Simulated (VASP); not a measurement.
# Re (Im-3m) in VASP: notebook

Runs on Re. Level: LDA. Tasks: single point.

All numbers are computed with VASP 6.6.1; they aren't measurements. Logs are shortened: lines on timing, memory, paths and dates and some standing lists are left out, and cuts for length are marked.

### Step 1. The cell of the first run

It takes space group Im-3m (No. 229, cubic). Conventional cell: a = 3.070 Å, b = 3.070 Å, c = 3.070 Å, α = 90.00°, β = 90.00°, γ = 90.00°. Re (site symmetry m-3m) has 14 Re at 2.66 to 3.07 Å within 3.5 Å.

### Step 2. Single point, LDA

INCAR

```
ALGO = Normal
EDIFF = 1E-6
ENCUT = 520
GGA = CA
ISIF = 2
ISMEAR = -1
LASPH = True
LCHARG = False
LREAL = False
LWAVE = False
NBANDS = 10
NELM = 60
PREC = Accurate
SIGMA = 0.1
```

KPOINTS

```
k-points
0
Gamma
  14 14 14
```

POSCAR

```
Re
1.0
   -1.5347531587      1.5347531587      1.5347531587
    1.5347531587     -1.5347531587      1.5347531587
    1.5347531587      1.5347531587     -1.5347531587
Re
1
Direct
    0.0000000000      0.0000000000      0.0000000000
```

Potentials or basis: VASP PAW LDA potentials, release 64 (Re).

On the command line:

```console
$ cat potpaw_LDA.64/Re/POTCAR > POTCAR
$ mpirun -np 1 vasp_std > vasp.out
```

OUTCAR:

```text
EDIFF = 1E-6
   ENCUT = 520
   GGA = CA
   ISIF = 2
   ISMEAR = -1
   LASPH = True
   LREAL = False
   NELM = 60
   PREC = Accurate

 ion  position               nearest neighbor table
   1  0.000  0.000  0.000-

  LATTYP: Found a body centered cubic cell.
 ALAT       =     3.0695063174

  Lattice vectors:

 A1 = (  -1.5347531587,   1.5347531587,   1.5347531587)
 A2 = (   1.5347531587,  -1.5347531587,   1.5347531587)
 A3 = (   1.5347531587,   1.5347531587,  -1.5347531587)

Analysis of symmetry for initial positions (statically):
=====================================================================
 Subroutine PRICEL returns:
 Original cell was already a primitive cell.

 Routine SETGRP: Setting up the symmetry group for a
 body centered cubic supercell.

 Subroutine GETGRP returns: Found 48 space group operations
 (whereof 48 operations were pure point group operations)
 out of a pool of 48 trial point group operations.

The static configuration has the point symmetry O_h .

Analysis of symmetry for dynamics (positions and initial velocities):
=====================================================================
 Subroutine PRICEL returns:
 Original cell was already a primitive cell.

 Routine SETGRP: Setting up the symmetry group for a
 body centered cubic supercell.

 Subroutine GETGRP returns: Found 48 space group operations
 (whereof 48 operations were pure point group operations)
 out of a pool of 48 trial point group operations.

The dynamic configuration has the point symmetry O_h .

 Subroutine INISYM returns: Found 48 space group operations
 (whereof 48 operations are pure point group operations),
 and found     1 'primitive' translations

----------------------------------------------------------------------------------------

                                     Primitive cell

  volume of cell :      14.4602

  direct lattice vectors                    reciprocal lattice vectors
    -1.534753159  1.534753159  1.534753159     0.000000000  0.325785288  0.325785288
     1.534753159 -1.534753159  1.534753159     0.325785288  0.000000000  0.325785288
     1.534753159  1.534753159 -1.534753159     0.325785288  0.325785288  0.000000000

  length of vectors
     2.658270448  2.658270448  2.658270448     0.460729973  0.460729973  0.460729973

  position of ions in fractional coordinates (direct lattice)
     0.000000000  0.000000000  0.000000000

  ion indices of the primitive-cell ions
   primitive index   ion index
                 1           1

----------------------------------------------------------------------------------------

 KPOINTS: k-points

Automatic generation of k-mesh.
 Grid dimensions read from file:
 generate k-points for:   14   14   14

 Generating k-lattice:

  Cartesian coordinates                     Fractional coordinates (reciprocal lattice)
     0.000000000  0.023270378  0.023270378     0.071428571  0.000000000  0.000000000
     0.023270378  0.000000000  0.023270378     0.000000000  0.071428571  0.000000000
     0.023270378  0.023270378  0.000000000     0.000000000  0.000000000  0.071428571

  Length of vectors
     0.032909284  0.032909284  0.032909284

  Shift w.r.t. Gamma in fractional coordinates (k-lattice)
     0.000000000  0.000000000  0.000000000

 Subroutine IBZKPT returns following result:
 ===========================================

 Found    104 irreducible k-points:

 Following reciprocal coordinates:
            Coordinates               Weight
  0.000000  0.000000  0.000000      1.000000
  0.071429  0.000000  0.000000     12.000000
  0.142857  0.000000  0.000000     12.000000
  0.214286  0.000000  0.000000     12.000000
  0.285714  0.000000  0.000000     12.000000
  0.357143  0.000000  0.000000     12.000000
[... 16 lines left out ...]
  0.285714  0.285714  0.000000     24.000000
  0.357143  0.285714  0.000000     24.000000
 [... further k-points ...]
   k-points           NKPTS =    104   k-points in BZ     NKDIM =    104   number of bands    NBANDS=     10
   number of dos      NEDOS =    301   number of ions     NIONS =      1
   total plane-waves  NPLWV =   8000
   dimension x,y,z NGX =    20 NGY =   20 NGZ =   20
   dimension x,y,z NGXF=    40 NGYF=   40 NGZF=   40
   ions per type =               1
   NGX,Y,Z   is equivalent  to a cutoff of  12.51, 12.51, 12.51 a.u.
   NGXF,Y,Z  is equivalent  to a cutoff of  25.02, 25.02, 25.02 a.u.
 SYSTEM =  unknown system
   PREC   = accura    normal or accurate (medium, high low for compatibility)
   ISTART =      0    job   : 0-new  1-cont  2-samecut
   ICHARG =      2    charge: 1-file 2-atom 10-const
   ISPIN  =      1    spin polarized calculation?
   LNONCOLLINEAR =      F non collinear calculations
   LSORBIT =      F    spin-orbit coupling
   LASPH  =      T    aspherical Exc in radial PAW
   ENCUT  =  520.0 eV  38.22 Ry    6.18 a.u.   4.94  4.94  4.94*2*pi/ulx,y,z
   NELM   =     60;   NELMIN=  2; NELMDL= -5     # of ELM steps
   EDIFF  = 0.1E-05   stopping-criterion for ELM
   LREAL  =      F    real-space projection
   EDIFFG = 0.1E-04   stopping-criterion for IOM
   NSW    =      0    number of steps for IOM
   IBRION =     -1    ionic relax: 0-MD 1-quasi-New 2-CG
   NFREE  =      0    steps in history (QN), initial steepest desc. (CG)
   ISIF   =      2    stress and relaxation
   ISYM   =      2    0-nonsym 1-usesym 2-fastsym
   POTIM  = 0.5000    time-step for ionic-motion
   TEBEG  =    0.0;   TEEND  =   0.0 temperature during run
   PSTRESS=    0.0 pullay stress
   NELECT =       7.0000    total number of electrons
   NUPDOWN=      -1.0000    fix difference up-down
   EMIN   =  10.00;   EMAX   =-10.00  energy-range for DOS
   EFERMI =   0.00;   METHOD = LEGACY
   ISMEAR =    -1;   SIGMA  =   0.10  broadening in eV -4-tet -1-fermi 0-gaus
   EFERMI_NEDOS =   21; number of points for ismear=-14 and -15
   IALGO  =     38    algorithm
   IMIX   =      4    mixing-type and parameters
     AMIX     =   0.40;   BMIX     =  1.00
     AMIX_MAG =   1.60;   BMIX_MAG =  1.00
  volume/ion in A,a.u.               =      14.46        97.58
  Fermi-wavevector in a.u.,A,eV,Ry     =   1.285432  2.429114 22.481375  1.652334
  Thomas-Fermi vector in A             =   2.417566
   LORBIT       =      0    0 simple, 1 ext, 2 COOP (PROOUT), +10 PAW based schemes
   GGA     = CA    functional components
   LHFCALC =     F    Hartree Fock is set to
   AEXX    =    0.0000 exact exchange contribution
   IVDW    =     0    specifies the selected vdW correction
   LEPSILON=     F    determine dielectric tensor
   LRPA    =     F    only Hartree local field effects (RPA)
 non-spin polarized calculation
  energy-cutoff  :      520.00
  volume of cell :       14.46
 maximum number of plane-waves:       402
   NGX =  9   NGY =  9   NGZ =  9

 number of electron       6.9999999 magnetization

 Free energy of the ion-electron system (eV)
  ---------------------------------------------------
  ext. energy  EPLUGINS =         0.00000000
  ---------------------------------------------------
  free energy    TOTEN  =       -13.44821756 eV

  energy without entropy =      -13.41632695  energy(sigma->0) =      -13.43227226

 E-fermi :   9.0245     XC(G=0): -13.9400

 val. band max:        9.0203824942   @ k =   0.2143   0.2143   0.0000
 cond. band min:       9.0530055149   @ k =   0.2143   0.0000   0.0000
 fundamental gap:      0.0326230207
 Fermi energy:         9.0244694622

 k-point     1 :       0.0000    0.0000    0.0000
  band No.  band energies     occupation
      1      -1.8357      2.00000
      2       6.2099      2.00000
      3       6.2099      2.00000
      4       6.2099      2.00000
      5       9.7506      0.00140
      6       9.7506      0.00140
      7      24.6478      0.00000
      8      24.6478      0.00000
      9      24.6478      0.00000
     10      37.1922      0.00000

 k-point     2 :       0.0714    0.0000    0.0000
  band No.  band energies     occupation
      1      -1.5794      2.00000
      2       6.0658      2.00000
      3       6.1863      2.00000
      4       6.4592      2.00000
      5       9.5367      0.01185
      6       9.7577      0.00131
      7      24.8474      0.00000
      8      25.0790      0.00000
      9      25.2056      0.00000
     10      35.0388      0.00000

 k-point     3 :       0.1429    0.0000    0.0000
  band No.  band energies     occupation
      1      -0.8598      2.00000
      2       5.6837      2.00000
      3       6.0612      2.00000
      4       7.1920      2.00000
      5       9.1608      0.40727
      6       9.7930      0.00092
      7      25.2316      0.00000
      8      26.3156      0.00000
      9      26.4061      0.00000
     10      32.6467      0.00000

 k-point     4 :       0.2143    0.0000    0.0000
  band No.  band energies     occupation
      1       0.1438      2.00000
      2       5.1792      2.00000
      3       5.8440      2.00000
      4       8.3613      1.99737
      5       9.0530      0.85828
      6       9.8864      0.00036
      7      25.0461      0.00000
      8      26.6057      0.00000
      9      28.2200      0.00000
     10      31.7743      0.00000
[... 222 lines left out ...]
 k-point    22 :       0.3571    0.2143   -0.0000
  band No.  band energies     occupation
      1       2.6842      2.00000
      2       4.2989      2.00000
      3       6.2621      2.00000
      4       9.5952      0.00662
      5      10.8916      0.00000
      6      16.4361      0.00000
      7      18.0347      0.00000
      8      22.2863      0.00000
      9      25.6497      0.00000
     10      32.2442      0.00000

 k-point    23 :       0.2857    0.2857    0.0000
  band No.  band energies     occupation
      1       3.0553      2.00000
      2       4.4938      2.00000
      3       5.6187      2.00000
      4       9.7675      0.00119
      5      10.6264      0.00000
      6      16.8415      0.00000
      7      18.0893      0.00000
      8      21.9948      0.00000
      9      26.2084      0.00000
     10      31.3491      0.00000

 k-point    24 :       0.3571    0.2857    0.0000
  band No.  band energies     occupation
      1       3.1309      2.00000
      2       4.6736      2.00000
      3       5.4924      2.00000
      4      10.0253      0.00009
      5      10.6221      0.00000
      6      16.9918      0.00000
      7      18.4953      0.00000
      8      20.8209      0.00000
      9      26.6173      0.00000
     10      32.1419      0.00000

 [... further k-points ...]

------------------------ aborting loop because EDIFF is reached ----------------------------------------

  FORCE on cell =-STRESS in cart. coord.  units (eV):
  Direction    XX          YY          ZZ          XY          YZ          ZX
  --------------------------------------------------------------------------------------
  -------------------------------------------------------------------------------------
  Total        0.1331926      0.1331926      0.1331926     -0.0000000      0.0000000     -0.0000000
  in kB       14.7575780     14.7575780     14.7575780     -0.0000000      0.0000000     -0.0000000
  external PRESSURE =      14.7575780 kB  Pullay stress =       0.0000000 kB

 VOLUME and BASIS-vectors are now :
 -----------------------------------------------------------------------------
  energy-cutoff  :      520.00
  volume of cell :       14.46
      direct lattice vectors                 reciprocal lattice vectors
    -1.534753159  1.534753159  1.534753159     0.000000000  0.325785288  0.325785288
     1.534753159 -1.534753159  1.534753159     0.325785288  0.000000000  0.325785288
     1.534753159  1.534753159 -1.534753159     0.325785288  0.325785288  0.000000000

 POSITION                                       TOTAL-FORCE (eV/Angst)
 -----------------------------------------------------------------------------------
      0.00000      0.00000      0.00000        -0.000000      0.000000      0.000000
 -----------------------------------------------------------------------------------
    total drift:                                0.000000      0.000000      0.000000

  FREE ENERGIE OF THE ION-ELECTRON SYSTEM (eV)
  ---------------------------------------------------
  free  energy   TOTEN  =       -13.4482175595 eV

  energy  without entropy=      -13.4163269549  energy(sigma->0) =      -13.43227226
```

It took 7.7 s on 1 thread of Intel Xeon Platinum 8488C (Sapphire Rapids), shared host; peak memory 0.13 GiB.

What came out:

| Item | Value |
| --- | --- |
| Free energy | -13.4482 eV |
| Pressure | 1.5 GPa |

Caveat: spin-orbit coupling is left out, which moves the levels of the heavy elements.

### Step 3. Single point, LDA (volume scaled by 0.92)

INCAR

```
PREC = Accurate
ENCUT = 520
EDIFF = 1E-6
ISMEAR = -1
SIGMA = 0.1
LREAL = False
LASPH = True
NELM = 60
ALGO = Normal
ISIF = 2
LWAVE = False
LCHARG = False
GGA = CA
NBANDS = 10
```

KPOINTS

```
regular mesh
0
Gamma
  16 16 16
```

POSCAR

```
Re
1.0
   -1.4926837732      1.4926837732      1.4926837732
    1.4926837732     -1.4926837732      1.4926837732
    1.4926837732      1.4926837732     -1.4926837732
Re
1
Direct
    0.0000000000      0.0000000000      0.0000000000
```

Potentials or basis: VASP PAW LDA potentials, release 64 (Re).

On the command line:

```console
$ cat potpaw_LDA.64/Re/POTCAR > POTCAR
$ mpirun -np 1 vasp_std > vasp.out
```

Wall time 10 s (1 thread of Intel Xeon Platinum 8488C (Sapphire Rapids), shared host); peak memory 0.13 GiB.

The run converged. Its results:

```
Free energy : -13.2898 eV
Pressure    : 43.0 GPa
```

Levels at points of the mesh, in eV from the Fermi level:
```
           k point  band 1  band 2  band 3  band 4  band 5  band 6  band 7
(0.00, 0.00, 0.00)  -11.44   -3.06   -3.06   -3.06    0.86    0.86   15.82
(0.50, 0.00, 0.00)   -8.39   -5.68    0.38    0.82    1.84    5.40   11.81
(0.50, 0.50, 0.50)   -8.20   -8.20    4.26    4.26    4.26    8.88    8.88
```

Caveat: spin-orbit coupling is left out, which moves the levels of the heavy elements.

### Step 4. Single point, LDA

INCAR

```
SYSTEM = Re
PREC     = Accurate       ! precision mode
ENCUT    = 520            ! plane-wave cutoff, eV
EDIFF    = 1E-7           ! SCF threshold, eV
ISMEAR   = -1             ! smearing method
SIGMA    = 0.1            ! smearing width, eV
LREAL    = .FALSE.        ! projectors in reciprocal space
LASPH    = .TRUE.         ! aspherical terms in the spheres
NELM     = 60             ! most SCF steps
ALGO     = Normal         ! electronic algorithm
ISIF     = 2              ! what is computed and relaxed
LWAVE    = .FALSE.        ! write WAVECAR
LCHARG   = .FALSE.        ! write CHGCAR
GGA      = CA             ! functional
NBANDS   = 10             ! bands
```

KPOINTS

```
Automatic mesh
0
G
  16 16 16
  0 0 0
```

POSCAR

```
Re
1.0
   -1.5347531587      1.5347531587      1.5347531587
    1.5347531587     -1.5347531587      1.5347531587
    1.5347531587      1.5347531587     -1.5347531587
Re
1
Direct
    0.0000000000      0.0000000000      0.0000000000
```

On the command line:

```console
$ cat potpaw_LDA.64/Re/POTCAR > POTCAR
$ mpirun -np 1 vasp_std > vasp.out
```

Run time: 11 s. Hardware: 1 thread of Intel Xeon Platinum 8488C (Sapphire Rapids), shared host; peak memory 0.13 GiB.

The run converged. Its results:

* Free energy: -13.4416 eV
* Pressure: 1.8 GPa

Levels at points of the mesh, in eV from the Fermi level:
```csv
k point,band 1,band 2,band 3,band 4,band 5,band 6,band 7,band 8
"(0.00, 0.00, 0.00)",-10.80,-2.75,-2.75,-2.75,0.78,0.78,15.68,15.68
"(0.50, 0.00, 0.00)",-7.63,-5.07,0.18,0.69,1.60,4.72,10.43,12.13
"(0.50, 0.50, 0.50)",-7.30,-7.30,3.74,3.74,3.74,8.25,8.25,8.25
```

Caveat: spin-orbit coupling is left out, which moves the levels of the heavy elements.

(Continued in part 2 of 2.)
